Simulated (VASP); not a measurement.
# Al30Si (a cell with a defect) in VASP: further runs

Runs on Al30Si (a cell with a defect). Level: PBE. Tasks: single point.

All numbers are computed with VASP 6.6.1; they aren't measurements. Logs are shortened: lines on timing, memory, paths and dates and some standing lists are left out, and cuts for length are marked.

## 1. The cell of the first run

The cell holds a defect, 31 atoms: a = 8.100 Å, b = 8.100 Å, c = 8.100 Å, α = 90.00°, β = 90.00°, γ = 90.00°.

## 2. Single point, PBE

INCAR

```
ALGO = Normal
EDIFF = 1E-6
ENCUT = 520
GGA = PE
ISIF = 2
ISMEAR = -1
LASPH = T
LCHARG = F
LREAL = Auto
LWAVE = F
NBANDS = 68
NELM = 100
PREC = Accurate
SIGMA = 0.15
```

KPOINTS

```
k-points
0
Gamma
  2 2 2
```

POSCAR

```
Al30Si
1.0
    8.1000000000      0.0000000000      0.0000000000
    0.0000000000      8.1000000000      0.0000000000
    0.0000000000      0.0000000000      8.1000000000
Si Al
1 30
Direct
    0.3275291358     -0.0000171605     -0.1442430864
    0.7504895062      0.2484787654      0.0002862963
    0.7487665432      0.0000186420      0.2474165432
    0.0097070370      0.0000129630     -0.0104401235
    0.2469507407      0.2673534568      0.0055787654
    0.5015332099      0.5000828395     -0.0010904938
    0.7504532099      0.7515253086      0.0002560494
    0.2575117284      0.0000348148      0.2406637037
    0.5021066667      0.2523204938      0.2492717284
    0.7517606173      0.5000551852      0.2498985185
    0.4928306173      0.0001250617      0.5037629630
    0.7488943210      0.2526586420      0.5000576543
    0.7503070370      0.0001128395      0.7519125926
   -0.0060846914      0.4998881481     -0.0000740741
    0.2466908642      0.7324292593      0.0057692593
    0.0005902469      0.2496407407      0.2485977778
    0.2480651852      0.4999081481      0.2580797531
    0.5021306173      0.7477793827      0.2490949383
    0.0029287654      0.0000053086      0.4999527160
    0.2478128395      0.2478692593      0.5010235802
    0.5009540741      0.5000571605      0.4987748148
    0.7488551852      0.7474539506      0.5000785185
    0.5008541975      0.2537561728      0.7501297531
    0.7522982716      0.5000561728      0.7472856790
    0.0004040741      0.7502793827      0.2487618519
   -0.0012472840      0.5000355556      0.4978909877
    0.2478195062      0.7521141975      0.5010554321
    0.0030324691      0.2514402469      0.7461525926
    0.2500954321      0.5000776543      0.7480024691
    0.5006744444      0.7464366667      0.7503579012
    0.0031750617      0.7486319753      0.7461046914
```

Potentials or basis: VASP PAW PBE potentials, release 64 (Si, Al).

Run with:

```console
> cat potpaw_PBE.64/Si/POTCAR potpaw_PBE.64/Al/POTCAR > POTCAR
> mpirun -np 1 vasp_std > vasp.out
```

OUTCAR:

```text
EDIFF = 1E-6
   ENCUT = 520
   GGA = PE
   ISIF = 2
   ISMEAR = -1
   LASPH = T
   LREAL = Auto
   NELM = 100
   PREC = Accurate

 ion  position               nearest neighbor table
   1  0.328  1.000  0.856-   5 2.57  15 2.57  30 2.63  23 2.63   4 2.79  11 3.15   8 3.17
   2  0.750  0.248  0.000-  14 2.83   3 2.84  13 2.85   9 2.85  16 2.85  23 2.86   6 2.87  10 2.87
                            24 2.89  28 2.90   4 2.91
   3  0.749  0.000  0.247-   2 2.84   7 2.84  18 2.86   9 2.86  25 2.87  16 2.87  22 2.89  12 2.89
                            19 2.90  11 2.93   4 2.97
   4  0.010  0.000  0.990-   1 2.79  31 2.84  28 2.84  13 2.85   8 2.86   5 2.90  15 2.90   2 2.91
                             7 2.91  16 2.91  25 2.92   3 2.97
   5  0.247  0.267  0.006-   1 2.57  17 2.78  14 2.78   6 2.79  16 2.81  29 2.81   9 2.86   8 2.88
                            28 2.89   4 2.90  23 2.92
   6  0.502  0.500  0.999-  15 2.79   5 2.79  30 2.83  23 2.84  18 2.85   9 2.85   7 2.87   2 2.87
                            10 2.87  29 2.88  24 2.88  17 2.94
   7  0.750  0.752  0.000-  14 2.84   3 2.84  13 2.85  18 2.85  25 2.85  30 2.86   6 2.87  10 2.87
                            24 2.89  31 2.90   4 2.91
   8  0.258  0.000  0.241-  18 2.85   9 2.85   4 2.86  11 2.86   5 2.88  15 2.89  16 2.90  25 2.90
                            20 2.91  27 2.91  19 2.94   1 3.17
   9  0.502  0.252  0.249-   8 2.85  21 2.85  10 2.85   2 2.85  12 2.85   6 2.85   3 2.86   5 2.86
                            17 2.87  20 2.90  11 2.90
  10  0.752  0.500  0.250-  14 2.82  26 2.84  18 2.85   9 2.85  12 2.85  22 2.85  25 2.86  16 2.86
[... 29 lines left out ...]
  25  0.000  0.750  0.249-  15 2.81  17 2.85   7 2.85  10 2.86  14 2.86  26 2.86  27 2.86  19 2.87
                             3 2.87  22 2.88   8 2.90   4 2.92
  26  0.999  0.500  0.498-  17 2.80  10 2.84  24 2.84  31 2.85  28 2.85  12 2.85  22 2.85  25 2.86
                            16 2.86  27 2.87  20 2.87  29 2.87
  27  0.248  0.752  0.501-  31 2.80  19 2.82  11 2.82  17 2.84  29 2.86  25 2.86  26 2.87  30 2.88
                            21 2.89  18 2.90   8 2.91
  28  0.003  0.251  0.746-  20 2.81   4 2.84  29 2.84  26 2.85  19 2.85  24 2.86  12 2.87  14 2.88
                             5 2.89  13 2.89   2 2.90
  29  0.250  0.500  0.748-  15 2.81   5 2.81  31 2.84  28 2.84  30 2.85  23 2.85  27 2.86  20 2.86
                            21 2.86  26 2.87   6 2.88  14 2.91
  30  0.501  0.746  0.750-   1 2.63   6 2.83  29 2.85  21 2.85  24 2.85  22 2.85   7 2.86  11 2.87
                            27 2.88  13 2.88  15 2.92
  31  0.003  0.749  0.746-  27 2.80   4 2.84  29 2.84  26 2.85  19 2.85  24 2.86  22 2.87  14 2.88
                            15 2.89  13 2.89   7 2.90

  LATTYP: Found a simple cubic cell.
 ALAT       =     8.1000000000

  Lattice vectors:

 A1 = (   8.1000000000,   0.0000000000,   0.0000000000)
 A2 = (   0.0000000000,   8.1000000000,   0.0000000000)
 A3 = (   0.0000000000,   0.0000000000,   8.1000000000)

Analysis of symmetry for initial positions (statically):
=====================================================================
[... 180 lines left out ...]
   ISMEAR =    -1;   SIGMA  =   0.15  broadening in eV -4-tet -1-fermi 0-gaus
   EFERMI_NEDOS =   21; number of points for ismear=-14 and -15
   IALGO  =     38    algorithm
   IMIX   =      4    mixing-type and parameters
     AMIX     =   0.40;   BMIX     =  1.00
     AMIX_MAG =   1.60;   BMIX_MAG =  1.00
  volume/ion in A,a.u.               =      17.14       115.69
  Fermi-wavevector in a.u.,A,eV,Ry     =   0.918965  1.736593 11.490081  0.844497
  Thomas-Fermi vector in A             =   2.044106
   LORBIT       =      0    0 simple, 1 ext, 2 COOP (PROOUT), +10 PAW based schemes
   GGA     = PE    functional components
   LHFCALC =     F    Hartree Fock is set to
   AEXX    =    0.0000 exact exchange contribution
   IVDW    =     0    specifies the selected vdW correction
   LEPSILON=     F    determine dielectric tensor
   LRPA    =     F    only Hartree local field effects (RPA)
 non-spin polarized calculation
  energy-cutoff  :      520.00
  volume of cell :      531.44
 maximum number of plane-waves:     14400
   NGX = 31   NGY = 31   NGZ = 31

 number of electron      93.9999999 magnetization

 Free energy of the ion-electron system (eV)
  ---------------------------------------------------
  ext. energy  EPLUGINS =         0.00000000
  ---------------------------------------------------
  free energy    TOTEN  =      -116.39361837 eV

  energy without entropy =     -115.27931925  energy(sigma->0) =     -115.83646881

 E-fermi :   7.3417     XC(G=0): -10.0449

 val. band max:        7.3330052538   @ k =   0.5000   0.0000   0.0000
 cond. band min:       7.3661137416   @ k =   0.0000   0.0000   0.5000
 fundamental gap:      0.0331084878
 Fermi energy:         7.3417176877

 k-point     1 :       0.0000    0.0000    0.0000
  band No.  band energies     occupation
      1      -3.4341      2.00000
      2      -1.6578      2.00000
      3      -1.2475      2.00000
      4      -1.1737      2.00000
      5      -1.1729      2.00000
      6      -1.1524      2.00000
[... 485 lines left out ...]
     58      10.5822      0.00000
     59      10.6051      0.00000
 [bands above 59 left out]

------------------------ aborting loop because EDIFF is reached ----------------------------------------

  FORCE on cell =-STRESS in cart. coord.  units (eV):
  Direction    XX          YY          ZZ          XY          YZ          ZX
  --------------------------------------------------------------------------------------
  -------------------------------------------------------------------------------------
  Total       -2.8160407     -2.4130305     -2.8562948     -0.0030083      0.0058531      0.1589237
  in kB       -8.4897412     -7.2747544     -8.6110985     -0.0090693      0.0176457      0.4791197
  external PRESSURE =      -8.1251980 kB  Pullay stress =       0.0000000 kB

 VOLUME and BASIS-vectors are now :
 -----------------------------------------------------------------------------
  energy-cutoff  :      520.00
  volume of cell :      531.44
      direct lattice vectors                 reciprocal lattice vectors
     8.100000000  0.000000000  0.000000000     0.123456790  0.000000000  0.000000000
     0.000000000  8.100000000  0.000000000     0.000000000  0.123456790  0.000000000
     0.000000000  0.000000000  8.100000000     0.000000000  0.000000000  0.123456790

 POSITION                                       TOTAL-FORCE (eV/Angst)
 -----------------------------------------------------------------------------------
      2.65299      8.09986      6.93163        -0.238662     -0.001111     -0.277063
      6.07897      2.01268      0.00232         0.012020      0.002845      0.004830
      6.06501      0.00015      2.00407        -0.002733      0.000831      0.017303
      0.07863      0.00011      8.01543        -0.004858     -0.002158      0.009311
      2.00030      2.16556      0.04519         0.024351     -0.019699      0.011128
      4.06242      4.05067      8.09117         0.011192     -0.004009     -0.001149
[... 23 lines left out ...]
      4.05546      6.04614      6.07790         0.017902     -0.007753      0.006975
      0.02572      6.06392      6.04345         0.015930      0.013238      0.007295
 -----------------------------------------------------------------------------------
    total drift:                                0.040911     -0.000509     -0.033704

  FREE ENERGIE OF THE ION-ELECTRON SYSTEM (eV)
  ---------------------------------------------------
  free  energy   TOTEN  =      -116.3936183704 eV

  energy  without entropy=     -115.2793192514  energy(sigma->0) =     -115.83646881
```

OSZICAR:

```text
N       E                     dE             d eps       ncg     rms          rms(c)
DAV:   1     0.129772164303E+03    0.12977E+03   -0.32739E+04  1088   0.111E+03
DAV:   2    -0.104021648529E+03   -0.23379E+03   -0.21910E+03  1300   0.144E+02
DAV:   3    -0.117186214168E+03   -0.13165E+02   -0.12554E+02  1332   0.278E+01
DAV:   4    -0.117483036741E+03   -0.29682E+00   -0.29416E+00  1328   0.459E+00
DAV:   5    -0.117488477301E+03   -0.54406E-02   -0.54358E-02  1312   0.721E-01    0.756E+00
DAV:   6    -0.116704155172E+03    0.78432E+00   -0.14868E+00  1244   0.311E+00    0.453E+00
DAV:   7    -0.116488092586E+03    0.21606E+00   -0.31719E-01  1224   0.168E+00    0.218E+00
DAV:   8    -0.116397892816E+03    0.90200E-01   -0.12071E-01  1260   0.920E-01    0.503E-01
DAV:   9    -0.116394428086E+03    0.34647E-02   -0.69676E-03  1288   0.245E-01    0.343E-01
DAV:  10    -0.116393707649E+03    0.72044E-03   -0.19801E-03  1236   0.109E-01    0.135E-01
DAV:  11    -0.116393636605E+03    0.71044E-04   -0.21139E-04  1272   0.422E-02    0.528E-02
DAV:  12    -0.116393622026E+03    0.14578E-04   -0.51875E-05  1236   0.190E-02    0.198E-02
DAV:  13    -0.116393620501E+03    0.15258E-05   -0.11065E-05  1320   0.849E-03    0.682E-03
DAV:  14    -0.116393618960E+03    0.15409E-05   -0.10298E-06   728   0.302E-03    0.265E-03
DAV:  15    -0.116393618370E+03    0.58920E-06   -0.17818E-07   676   0.137E-03
   1 F= -.11639362E+03 E0= -.11583647E+03  d E =-.111430E+01
```

Wall time 3.1 min (1 thread of Intel Xeon 6975P-C (Granite Rapids), shared host); peak memory 0.55 GiB.

Results:

```
Free energy            : -116.3936 eV
Pressure               : -0.8 GPa
Largest force          : 0.366 eV/Å
Band gap on the k mesh : zero (bands 47 and 48 overlap by 0.85 eV)
```

Forces on the atoms (eV/Å):
```
Si  -0.239 -0.001 -0.277
Al   0.012  0.003  0.005
Al  -0.003  0.001  0.017
Al  -0.005 -0.002  0.009
Al   0.024 -0.020  0.011
Al   0.011 -0.004 -0.001
Al   0.018 -0.001  0.002
Al  -0.014 -0.003  0.026
Al   0.003 -0.002  0.016
Al   0.013 -0.002 -0.004
Al  -0.003 -0.004  0.026
Al   0.006 -0.002  0.004
Al   0.023 -0.003 -0.011
Al   0.017  0.002  0.005
Al   0.025  0.031  0.010
Al   0.004  0.001  0.004
Al  -0.004  0.003  0.018
Al   0.000  0.003  0.021
Al   0.006  0.001  0.010
Al  -0.005  0.001  0.025
Al   0.000  0.002  0.012
Al   0.001  0.003  0.009
Al   0.011  0.005  0.015
Al   0.015  0.001  0.004
Al   0.010  0.000 -0.001
Al   0.009 -0.002  0.005
Al  -0.001  0.002  0.019
Al   0.023 -0.012  0.004
Al   0.007 -0.004  0.001
Al   0.018 -0.008  0.007
Al   0.016  0.013  0.007
```

Stress tensor (GPa, compression positive):
```
-0.85  0.00  0.05
 0.00 -0.73  0.00
 0.05  0.00 -0.86
```

Levels at points of the mesh, in eV from the Fermi level:
```tsv
k point	band 44	band 45	band 46	band 47	band 48	band 49	band 50	band 51
(0.00, 0.00, 0.00)	-0.18	-0.17	0.09	0.49	0.57	0.67	0.71	0.72
(0.50, 0.00, 0.00)	-0.40	-0.35	-0.03	-0.01	0.03	0.12	0.21	0.39
(0.00, 0.50, 0.00)	-0.51	-0.13	-0.09	-0.08	-0.06	0.07	0.22	0.47
(0.00, 0.00, 0.50)	-0.42	-0.31	-0.04	-0.02	0.02	0.13	0.20	0.40
(0.50, 0.50, 0.00)	-0.69	-0.20	-0.20	-0.14	0.19	0.86	0.97	1.07
(0.00, 0.50, 0.50)	-0.69	-0.21	-0.14	-0.08	0.22	0.85	0.97	1.11
(0.50, 0.00, 0.50)	-0.90	-0.19	-0.11	-0.07	0.22	0.97	0.98	1.18
(0.50, 0.50, 0.50)	-0.45	-0.44	-0.43	-0.42	-0.36	-0.24	-0.20	-0.17
```

Caveat: the k points lie up to 0.39 Å⁻¹ apart, too coarse for converged energies and pressures of a metal.

## 3. Single point, PBE

INCAR

```
PREC = Accurate
ENCUT = 520
EDIFF = 1E-7
ISMEAR = -1
SIGMA = 0.15
LREAL = Auto
LASPH = T
NELM = 60
ALGO = Normal
ISIF = 2
LWAVE = F
LCHARG = F
GGA = PE
NBANDS = 68
```

KPOINTS

```
Automatic mesh
0
Gamma
  2 2 2
```

POSCAR

```
Al30Si
1.0
    8.1000000000      0.0000000000      0.0000000000
    0.0000000000      8.1000000000      0.0000000000
    0.0000000000      0.0000000000      8.1000000000
Si Al
1 30
Direct
    0.3004522222      0.0001266667     -0.1818700000
    0.7509774074      0.2487009877     -0.0007312346
    0.7490845679      0.0000198765      0.2487906173
    0.0069492593     -0.0000348148     -0.0080337037
    0.2487797531      0.2615449383      0.0040930864
    0.5005392593      0.5000827160     -0.0015634568
    0.7509306173      0.7513216049     -0.0007645679
    0.2539216049      0.0000307407      0.2457939506
    0.5007587654      0.2513329630      0.2500455556
    0.7509662963      0.5000397531      0.2491575309
    0.4927344444      0.0000716049      0.5049774074
    0.7490759259      0.2517632099      0.5000460494
    0.7516871605      0.0000854321      0.7496538272
   -0.0034764198      0.4998980247     -0.0009653086
    0.2485429630      0.7383190123      0.0041409877
    0.0005387654      0.2497103704      0.2488920988
    0.2473208642      0.4999441975      0.2570956790
    0.5007656790      0.7487735802      0.2498904938
    0.0032071605     -0.0000241975      0.5006660494
    0.2473266667      0.2474561728      0.5025665432
    0.4999490123      0.5000467901      0.4995932099
    0.7489986420      0.7482943210      0.5000512346
    0.5006101235      0.2526124691      0.7507290123
    0.7529559259      0.5000485185      0.7469528395
    0.0003743210      0.7501920988      0.2489796296
   -0.0010101235      0.4999770370      0.4986230864
    0.2473174074      0.7524661728      0.5025380247
    0.0042516049      0.2494955556      0.7460462963
    0.2493777778      0.5000497531      0.7479564198
    0.5004037037      0.7475985185      0.7509007407
    0.0042818519      0.7504702469      0.7459941975
```

Potentials or basis: VASP PAW PBE potentials, release 64 (Si, Al).

Run with:

```console
> cat potpaw_PBE.64/Si/POTCAR potpaw_PBE.64/Al/POTCAR > POTCAR
> mpirun -np 1 vasp_std > vasp.out
```

Wall time 3.6 min (1 thread of Intel Xeon 6975P-C (Granite Rapids), shared host); peak memory 0.55 GiB.

The run converged. Its results:

```yaml
Free_energy: -116.5834 eV
Pressure: -1.0 GPa
Largest_force: 0.538 eV/Å
Band_gap_on_the_k_mesh: zero (bands 47 and 48 overlap by 0.88 eV)
```

Forces on the atoms (eV/Å):
```
Si  -0.314 -0.004 -0.437
Al   0.019  0.002 -0.001
Al   0.007  0.001  0.029
Al  -0.015  0.000  0.037
Al   0.033 -0.068 -0.006
Al   0.002 -0.002 -0.002
Al   0.022 -0.002 -0.003
Al  -0.031 -0.002  0.070
Al  -0.002 -0.009  0.021
Al   0.008 -0.002 -0.004
Al   0.017 -0.003  0.024
Al   0.011 -0.007  0.012
Al   0.035 -0.002 -0.017
Al   0.029  0.002  0.007
Al   0.035  0.076 -0.007
Al   0.011  0.001  0.012
Al  -0.001  0.001  0.007
Al  -0.004  0.008  0.025
Al   0.015  0.001  0.024
Al   0.001 -0.004  0.037
Al  -0.005  0.001  0.022
Al   0.009  0.008  0.015
Al   0.006 -0.009  0.022
Al   0.019  0.000  0.010
Al   0.016  0.000  0.009
Al   0.015 -0.001  0.015
Al   0.003  0.006  0.033
Al   0.025 -0.023  0.009
Al   0.002 -0.003  0.005
Al   0.010  0.009  0.019
Al   0.021  0.024  0.011
```

Stress tensor (GPa, compression positive):
```
-0.97  0.00  0.02
 0.00 -1.06  0.00
 0.02  0.00 -1.05
```

Levels at points of the mesh, in eV from the Fermi level:
```
           k point  band 44  band 45  band 46  band 47  band 48  band 49  band 50  band 51
(0.00, 0.00, 0.00)    -0.19    -0.18     0.29     0.49     0.57     0.66     0.66     0.69
(0.50, 0.00, 0.00)    -0.32    -0.29    -0.04    -0.01     0.06     0.07     0.14     0.43
(0.00, 0.50, 0.00)    -0.48    -0.10    -0.06    -0.06    -0.03    -0.01     0.10     0.51
(0.00, 0.00, 0.50)    -0.29    -0.28    -0.05    -0.01     0.04     0.09     0.14     0.37
(0.50, 0.50, 0.00)    -0.73    -0.29    -0.17    -0.13     0.33     0.91     0.98     1.08
(0.00, 0.50, 0.50)    -0.73    -0.20    -0.17    -0.12     0.36     0.89     0.97     1.09
(0.50, 0.00, 0.50)    -0.87    -0.29    -0.12    -0.09     0.36     1.01     1.04     1.18
(0.50, 0.50, 0.50)    -0.45    -0.45    -0.44    -0.41    -0.39    -0.34    -0.22    -0.20
```

Caveat: the k points lie up to 0.39 Å⁻¹ apart, too coarse for converged energies and pressures of a metal.
